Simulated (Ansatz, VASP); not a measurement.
# Two plane-wave programs on Yb

```
Yb
1.0
     0.00000    2.54348    2.54348
     2.54348    0.00000    2.54348
     2.54348    2.54348    0.00000
Yb
1
Cartesian
  0.0000 0.0000 0.0000
```

Alike in both runs: task single point; functional PBE; k mesh 17 × 17 × 17; occupations fermi-dirac, width 0.1 eV; no spin polarisation.

|  | VASP | Ansatz |
| --- | --- | --- |
| version | VASP 6.6.1 | Ansatz 0.2.0 |
| potentials or method | VASP PAW PBE potentials, release 64 (Yb), cutoff 520 eV | plane waves (420 eV) with PAW, scalar-relativistic |
| valence electrons in the cell | 24 | 24 |

```tsv
	VASP	Ansatz	Ansatz less VASP
pressure (GPa)	1.6	1.8	+0.19
```

Spin-orbit coupling is off throughout.
